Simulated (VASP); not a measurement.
## Ca3Cl2: single point with PBE

Ca3Cl2:

```
Ca Cl
1.0
     4.02196    0.00000    0.00000
    -2.01098    3.48312    0.00000
     0.00000    0.00000   13.16298
Ca Cl
3 2
Direct
  0.00000 0.00000 0.00000
  0.33333 0.66667 0.75414
  0.66667 0.33333 0.24586
  0.33333 0.66667 0.35793
  0.66667 0.33333 0.64207
```

```yaml
Program: VASP 6.6.1
Task: single point
Functional: PBE
Potentials_or_basis: VASP PAW PBE potentials, release 64 (Ca_sv, Cl)
Cutoff: 520 eV
k_mesh: 12 × 12 × 4
Occupations: gaussian, width 0.1 eV
Spin: no spin polarisation
Dipole_correction: no
Further_INCAR_settings: ALGO = Normal; EDIFF = 1e-06; NBANDS = 30
```

| Property | Result |
| --- | --- |
| Pressure | 0.0 GPa |
| Largest force | 0.020 eV/Å |
| Band gap on the k mesh | zero (bands 22 and 23 overlap by 0.06 eV) |

Forces in eV/Å, atoms in the order of the input:
```
Ca   0.000  0.000  0.000
Ca   0.000  0.000  0.016
Ca   0.000  0.000 -0.016
Cl   0.000  0.000  0.020
Cl   0.000  0.000 -0.020
```

Levels at points of the mesh, in eV from the Fermi level:
```csv
k point,band 20,band 21,band 22,band 23,band 24,band 25
"(0.00, 0.00, 0.00)",-4.92,-3.24,-1.41,-0.04,1.85,2.04
"(0.50, 0.00, 0.00)",-5.07,-0.87,-0.30,0.07,0.23,0.54
"(0.00, 0.00, 0.50)",-4.92,-3.20,-1.53,0.14,1.70,2.05
"(0.50, 0.00, 0.50)",-5.07,-0.87,-0.30,0.08,0.22,0.57
```

Wall time 6.1 min on 1 thread of Intel(R) Xeon(R) Platinum 8259CL CPU @ 2.50GHz (Skylake/Cascade Lake), on a shared host, peak memory 0.47 GiB.
